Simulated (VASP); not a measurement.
# Y2AlN3 (P321) in VASP: a series of runs

Runs on Y2AlN3. Level: PBE. Tasks: single point.

Program: VASP 6.6.1. These are calculated values, not measurements. Logs are shortened: lines on timing, memory, paths and dates and some standing lists are left out, and cuts for length are marked.

## (1) The cell of the first run

Symmetry: P321, No. 150, trigonal system. The conventional cell has a = 5.590 Å, b = 5.590 Å, c = 3.214 Å, α = 90.00°, β = 90.00°, γ = 120.00°. Y (site symmetry 3) has 6 N at 2.30 to 2.65 Å within 3.0 Å. Within 2.5 Å of Al (site symmetry 32) lie 3 N at 1.85 Å. N (site symmetry 2) has 1 Al at 1.85 Å and 2 Y at 2.30 Å within 2.5 Å.

The cell was generated, and may not be a known phase.

## (2) Single point, PBE

Contents of INCAR:

```
SYSTEM = Y2AlN3
  PREC = Accurate
  ENCUT = 520
  EDIFF = 1E-7
  ISMEAR = 0
  SIGMA = 0.1
  LREAL = .FALSE.
  LASPH = .TRUE.
  NELM = 80
  ALGO = Normal
  ISIF = 2
  LWAVE = .FALSE.
  LCHARG = .FALSE.
  GGA = PE
  NBANDS = 29
```

Contents of KPOINTS:

```
Automatic mesh
0
G
  3 3 4
  0 0 0
```

Contents of POSCAR:

```
Y2AlN3
1.0
    5.5898395198     -0.0000000028      0.0000000000
   -2.7949197575      4.8409430286      0.0000000000
    0.0000000000      0.0000000000      3.2135767146
Y Al N
2 1 3
Direct
    0.3333333333      0.6666666667      0.0847625319
    0.6666666667      0.3333333333      0.9152374681
    0.0000000000      0.0000000000      0.5000000000
    0.3315876326      0.0000000000      0.5000000000
    0.0000000000      0.3315876326      0.5000000000
    0.6684123674      0.6684123674      0.5000000000
```

Potentials or basis: VASP PAW PBE potentials, release 64 (Y_sv, Al, N).

Started as:

```console
$ cat potpaw_PBE.64/Y_sv/POTCAR potpaw_PBE.64/Al/POTCAR potpaw_PBE.64/N/POTCAR > POTCAR
$ mpirun -np 1 vasp_std > vasp.out
```

OUTCAR:

```text
SYSTEM = Y2AlN3
   PREC = Accurate
   ENCUT = 520
   EDIFF = 1E-7
   ISMEAR = 0
   LREAL = .FALSE.
   LASPH = .TRUE.
   NELM = 80
   ISIF = 2
   GGA = PE

 ion  position               nearest neighbor table
   1  0.333  0.667  0.085-   4 2.30   5 2.30   6 2.30   4 2.65   5 2.65   6 2.65   2 3.27   2 3.27
                             2 3.27   3 3.49   3 3.49   3 3.49   3 3.73   3 3.73   3 3.73   2 4.19
   2  0.667  0.333  0.915-   5 2.30   4 2.30   6 2.30   5 2.65   4 2.65   6 2.65   1 3.27   1 3.27
                             1 3.27   3 3.49   3 3.49   3 3.49   3 3.73   3 3.73   3 3.73   1 4.19
   3  0.000  0.000  0.500-   6 1.85   5 1.85   4 1.85   2 3.49   1 3.49   1 3.49   2 3.49   2 3.49
                             1 3.49   1 3.73   2 3.73   2 3.73   1 3.73   1 3.73   2 3.73
   4  0.332  0.000  0.500-   3 1.85   1 2.30   2 2.30   1 2.65   2 2.65
   5  0.000  0.332  0.500-   3 1.85   2 2.30   1 2.30   2 2.65   1 2.65
   6  0.668  0.668  0.500-   3 1.85   2 2.30   1 2.30   2 2.65   1 2.65

  LATTYP: Found a hexagonal cell.
 ALAT       =     5.5898395198
 C/A-ratio  =     0.5748960598

  Lattice vectors:

 A1 = (   5.5898395198,  -0.0000000028,   0.0000000000)
 A2 = (  -2.7949197575,   4.8409430286,   0.0000000000)
 A3 = (   0.0000000000,   0.0000000000,   3.2135767146)

Analysis of symmetry for initial positions (statically):
=====================================================================
 Subroutine PRICEL returns:
 Original cell was already a primitive cell.

 Routine SETGRP: Setting up the symmetry group for a
 hexagonal supercell.

 Subroutine GETGRP returns: Found  6 space group operations
 (whereof  6 operations were pure point group operations)
 out of a pool of 24 trial point group operations.

The static configuration has the point symmetry D_3 .

Analysis of symmetry for dynamics (positions and initial velocities):
=====================================================================
 Subroutine PRICEL returns:
 Original cell was already a primitive cell.

 Routine SETGRP: Setting up the symmetry group for a
 hexagonal supercell.

 Subroutine GETGRP returns: Found  6 space group operations
 (whereof  6 operations were pure point group operations)
 out of a pool of 24 trial point group operations.

The dynamic configuration has the point symmetry D_3 .

 Subroutine INISYM returns: Found  6 space group operations
 (whereof  6 operations are pure point group operations),
 and found     1 'primitive' translations

----------------------------------------------------------------------------------------

                                     Primitive cell

  volume of cell :      86.9597

  direct lattice vectors                    reciprocal lattice vectors
     5.589839520 -0.000000003  0.000000000     0.178896012  0.103285661  0.000000000
    -2.794919758  4.840943029  0.000000000     0.000000000  0.206571322  0.000000000
     0.000000000  0.000000000  3.213576715     0.000000000  0.000000000  0.311179750

  length of vectors
     5.589839520  5.589839520  3.213576715     0.206571322  0.206571322  0.311179750

  position of ions in fractional coordinates (direct lattice)
     0.333333333  0.666666667  0.084762532
     0.666666667  0.333333333  0.915237468
     0.000000000  0.000000000  0.500000000
     0.331587633  0.000000000  0.500000000
     0.000000000  0.331587633  0.500000000
     0.668412367  0.668412367  0.500000000

  ion indices of the primitive-cell ions
   primitive index   ion index
                 1           1
                 2           2
                 3           3
                 4           4
                 5           5
                 6           6

----------------------------------------------------------------------------------------

 KPOINTS: Automatic mesh

Automatic generation of k-mesh.
 Grid dimensions read from file:
 generate k-points for:    3    3    4

 Generating k-lattice:

  Cartesian coordinates                     Fractional coordinates (reciprocal lattice)
     0.059632004  0.034428554  0.000000000     0.333333333  0.000000000  0.000000000
     0.000000000  0.068857107  0.000000000     0.000000000  0.333333333  0.000000000
     0.000000000  0.000000000  0.077794938     0.000000000  0.000000000  0.250000000

  Length of vectors
     0.068857107  0.068857107  0.077794938

  Shift w.r.t. Gamma in fractional coordinates (k-lattice)
     0.000000000  0.000000000  0.000000000

 Subroutine IBZKPT returns following result:
 ===========================================

 Found     10 irreducible k-points:

 Following reciprocal coordinates:
            Coordinates               Weight
  0.000000  0.000000  0.000000      1.000000
  0.333333  0.000000  0.000000      6.000000
  0.333333  0.333333  0.000000      2.000000
  0.000000  0.000000  0.250000      2.000000
  0.333333  0.000000  0.250000      6.000000
 -0.000000  0.333333  0.250000      6.000000
  0.333333  0.333333  0.250000      4.000000
  0.000000  0.000000  0.500000      1.000000
  0.333333  0.000000  0.500000      6.000000
  0.333333  0.333333  0.500000      2.000000
   k-points           NKPTS =     10   k-points in BZ     NKDIM =     10   number of bands    NBANDS=     29
   number of dos      NEDOS =    301   number of ions     NIONS =      6
   total plane-waves  NPLWV =  42336
   dimension x,y,z NGX =    42 NGY =   42 NGZ =   24
   dimension x,y,z NGXF=    84 NGYF=   84 NGZF=   48
   ions per type =               2   1   3
   NGX,Y,Z   is equivalent  to a cutoff of  12.49, 12.49, 12.42 a.u.
   NGXF,Y,Z  is equivalent  to a cutoff of  24.98, 24.98, 24.83 a.u.
 SYSTEM =  Y2AlN3
   PREC   = accura    normal or accurate (medium, high low for compatibility)
   ISTART =      0    job   : 0-new  1-cont  2-samecut
   ICHARG =      2    charge: 1-file 2-atom 10-const
   ISPIN  =      1    spin polarized calculation?
   LNONCOLLINEAR =      F non collinear calculations
   LSORBIT =      F    spin-orbit coupling
   LASPH  =      T    aspherical Exc in radial PAW
   ENCUT  =  520.0 eV  38.22 Ry    6.18 a.u.  10.39 10.39  5.98*2*pi/ulx,y,z
   NELM   =     80;   NELMIN=  2; NELMDL= -5     # of ELM steps
   EDIFF  = 0.1E-06   stopping-criterion for ELM
   LREAL  =      F    real-space projection
   EDIFFG = 0.1E-05   stopping-criterion for IOM
   NSW    =      0    number of steps for IOM
   IBRION =     -1    ionic relax: 0-MD 1-quasi-New 2-CG
   NFREE  =      0    steps in history (QN), initial steepest desc. (CG)
   ISIF   =      2    stress and relaxation
   ISYM   =      2    0-nonsym 1-usesym 2-fastsym
   POTIM  = 0.5000    time-step for ionic-motion
   TEBEG  =    0.0;   TEEND  =   0.0 temperature during run
   PSTRESS=    0.0 pullay stress
   NELECT =      40.0000    total number of electrons
   NUPDOWN=      -1.0000    fix difference up-down
   EMIN   =  10.00;   EMAX   =-10.00  energy-range for DOS
   EFERMI =   0.00;   METHOD = LEGACY
   ISMEAR =     0;   SIGMA  =   0.10  broadening in eV -4-tet -1-fermi 0-gaus
   EFERMI_NEDOS =   21; number of points for ismear=-14 and -15
   IALGO  =     38    algorithm
   IMIX   =      4    mixing-type and parameters
     AMIX     =   0.40;   BMIX     =  1.00
     AMIX_MAG =   1.60;   BMIX_MAG =  1.00
  volume/ion in A,a.u.               =      14.49        97.81
  Fermi-wavevector in a.u.,A,eV,Ry     =   1.263734  2.388110 21.728809  1.597022
  Thomas-Fermi vector in A             =   2.397075
   LORBIT       =      0    0 simple, 1 ext, 2 COOP (PROOUT), +10 PAW based schemes
   GGA     = PE    functional components
   LHFCALC =     F    Hartree Fock is set to
   AEXX    =    0.0000 exact exchange contribution
   IVDW    =     0    specifies the selected vdW correction
   LEPSILON=     F    determine dielectric tensor
   LRPA    =     F    only Hartree local field effects (RPA)
 non-spin polarized calculation
 Gauss-broadening in eV      SIGMA  =   0.10
  energy-cutoff  :      520.00
  volume of cell :       86.96
 maximum number of plane-waves:      2364
 NGX is ok and might be reduce to    42
   NGX = 21   NGY = 21   NGZ = 11

 number of electron      40.0000007 magnetization

 Free energy of the ion-electron system (eV)
  ---------------------------------------------------
  ext. energy  EPLUGINS =         0.00000000
  ---------------------------------------------------
  free energy    TOTEN  =       -48.91556294 eV

  energy without entropy =      -48.91556294  energy(sigma->0) =      -48.91556294

 E-fermi :   4.5671     XC(G=0): -10.6436

 val. band max:        4.0490220465   @ k =   0.3333   0.3333   0.0000
 cond. band min:       5.7807799244   @ k =   0.0000   0.0000   0.0000
 fundamental gap:      1.7317578778
 Fermi energy:         4.5671204251

 k-point     1 :       0.0000    0.0000    0.0000
  band No.  band energies     occupation
      1     -36.9153      2.00000
      2     -36.8044      2.00000
      3     -17.3788      2.00000
      4     -17.3788      2.00000
      5     -16.8186      2.00000
      6     -16.8186      2.00000
[... 21 lines left out ...]
     28      11.2048      0.00000
     29      11.2048      0.00000

 k-point     2 :       0.3333    0.0000    0.0000
  band No.  band energies     occupation
      1     -36.8920      2.00000
      2     -36.8280      2.00000
      3     -17.4278      2.00000
      4     -17.3064      2.00000
      5     -16.9142      2.00000
      6     -16.7661      2.00000
[... 21 lines left out ...]
     28      10.4276      0.00000
     29      11.1691      0.00000

 k-point     3 :       0.3333    0.3333    0.0000
  band No.  band energies     occupation
      1     -36.8601      2.00000
      2     -36.8601      2.00000
      3     -17.4811      2.00000
      4     -17.1119      2.00000
      5     -17.1119      2.00000
      6     -16.7181      2.00000
[... 190 lines left out ...]
      5     -17.1635      2.00000
      6     -17.0487      2.00000
[... 21 lines left out ...]
     28      11.2166      0.00000
     29      11.6032      0.00000

 k-point    10 :       0.3333    0.3333    0.5000
  band No.  band energies     occupation
      1     -36.7766      2.00000
      2     -36.7766      2.00000
      3     -17.3964      2.00000
      4     -17.3964      2.00000
      5     -17.1947      2.00000
      6     -16.9014      2.00000
[... 21 lines left out ...]
     28      11.4426      0.00000
     29      11.9702      0.00000

------------------------ aborting loop because EDIFF is reached ----------------------------------------

  FORCE on cell =-STRESS in cart. coord.  units (eV):
  Direction    XX          YY          ZZ          XY          YZ          ZX
  --------------------------------------------------------------------------------------
  -------------------------------------------------------------------------------------
  Total       -0.2845186     -0.2845186     -0.0794830      0.0000000     -0.0000000     -0.0000000
  in kB       -5.2420759     -5.2420759     -1.4644237      0.0000000     -0.0000000     -0.0000000
  external PRESSURE =      -3.9828585 kB  Pullay stress =       0.0000000 kB

 VOLUME and BASIS-vectors are now :
 -----------------------------------------------------------------------------
  energy-cutoff  :      520.00
  volume of cell :       86.96
      direct lattice vectors                 reciprocal lattice vectors
     5.589839520 -0.000000003  0.000000000     0.178896012  0.103285661  0.000000000
    -2.794919758  4.840943029  0.000000000     0.000000000  0.206571322  0.000000000
     0.000000000  0.000000000  3.213576715     0.000000000  0.000000000  0.311179750

 POSITION                                       TOTAL-FORCE (eV/Angst)
 -----------------------------------------------------------------------------------
      0.00000      3.22730      0.27239         0.000000      0.000000      0.023568
      2.79492      1.61365      2.94119         0.000000      0.000000     -0.023568
      0.00000      0.00000      1.60679         0.000000      0.000000      0.000000
      1.85352     -0.00000      1.60679         0.019402     -0.000000     -0.000000
     -0.92676      1.60520      1.60679        -0.009701      0.016803     -0.000000
      1.86816      3.23575      1.60679        -0.009701     -0.016803     -0.000000
 -----------------------------------------------------------------------------------
    total drift:                               -0.000001     -0.000002      0.000000

  FREE ENERGIE OF THE ION-ELECTRON SYSTEM (eV)
  ---------------------------------------------------
  free  energy   TOTEN  =       -48.9155629447 eV

  energy  without entropy=      -48.9155629447  energy(sigma->0) =      -48.91556294
```

Wall time 41 s (1 thread of Intel Xeon 8259CL, shared host); peak memory 0.21 GiB.

Results:

| Property | Result |
| --- | --- |
| Free energy | -48.9156 eV |
| Pressure | -0.4 GPa |
| Largest force | 0.024 eV/Å |
| Band gap on the k mesh | 1.73 eV (least direct gap 1.96 eV) |

Forces on the atoms (eV/Å):
```
Y    0.000  0.000  0.024
Y    0.000  0.000 -0.024
Al   0.000  0.000  0.000
N    0.019  0.000  0.000
N   -0.010  0.017  0.000
N   -0.010 -0.017  0.000
```

Stress tensor (GPa, compression positive):
```
-0.52  0.00  0.00
 0.00 -0.52  0.00
 0.00  0.00 -0.15
```

Caveat: the k points lie up to 0.49 Å⁻¹ apart. A k mesh can miss the band edges.

## (3) Single point, PBE

This run uses another cell than the first one, of 19.24 Å³/atom.

Contents of INCAR:

```
PREC     = Accurate       # precision mode
ENCUT    = 520            # plane-wave cutoff, eV
EDIFF    = 1E-6           # SCF threshold, eV
ISMEAR   = 0              # smearing method
SIGMA    = 0.1            # smearing width, eV
LREAL    = F              # projectors in reciprocal space
LASPH    = T              # aspherical terms in the spheres
NELM     = 80             # most SCF steps
ALGO     = Normal         # electronic algorithm
ISIF     = 2              # what is computed and relaxed
LWAVE    = F              # write WAVECAR
LCHARG   = F              # write CHGCAR
GGA      = PE             # functional
NBANDS   = 29             # bands
```

Contents of KPOINTS:

```
Automatic mesh
0
Gamma
  3 3 4
```

Contents of POSCAR:

```
Y2AlN3
1.0
    5.8203481300      0.0000000000      0.0000000000
   -2.9101740600      5.0405693400      0.0000000000
    0.0000000000      0.0000000000      3.9358021600
Y Al N
2 1 3
Direct
    0.3333333300      0.6666666700      0.1187464800
    0.6666666700      0.3333333300      0.8812535200
    0.0000000000      0.0000000000      0.5000000000
    0.3392844600      0.0000000000      0.5000000000
    0.0000000000      0.3392844600      0.5000000000
    0.6607155400      0.6607155400      0.5000000000
```

Potentials or basis: VASP PAW PBE potentials, release 64 (Y_sv, Al, N).

Started as:

```console
$ cat potpaw_PBE.64/Y_sv/POTCAR potpaw_PBE.64/Al/POTCAR potpaw_PBE.64/N/POTCAR > POTCAR
$ mpirun -np 1 vasp_std > vasp.out
```

It took 63 s on 1 thread of Intel Xeon 8259CL, shared host; peak memory 0.27 GiB.

Results (log left out):

| Quantity | Value |
| --- | --- |
| Free energy | -46.0086 eV |
| Pressure | -19.2 GPa |
| Largest force | 2.565 eV/Å |
| Band gap on the k mesh | 0.14 eV (least direct gap 0.29 eV) |

Forces on the atoms (eV/Å):
```
Y    0.000  0.000  2.565
Y    0.000  0.000 -2.565
Al   0.000  0.000  0.000
N   -0.790  0.000  0.000
N    0.395 -0.684  0.000
N    0.395  0.684  0.000
```

Stress tensor (GPa, compression positive):
```
-12.42   0.00   0.00
  0.00 -12.42   0.00
  0.00   0.00 -32.71
```

Levels at points of the mesh, in eV from the valence-band top:
| k point | band 18 | band 19 | band 20 | band 21 | band 22 | band 23 |
| --- | --- | --- | --- | --- | --- | --- |
| (0.00, 0.00, 0.00) | -1.26 | -0.15 | -0.15 | 0.14 | 2.41 | 2.41 |
| (0.00, 0.00, 0.50) | -0.86 | -0.47 | -0.47 | 2.35 | 2.35 | 2.75 |

Caveat: the stress differs along the axes, from -33 to -12 GPa; semilocal functionals underestimate gaps, and a narrow one can read as zero; forces of over 1 eV/Å act on the atoms, so gaps and moduli don't describe the material at rest. A k mesh can miss the band edges.
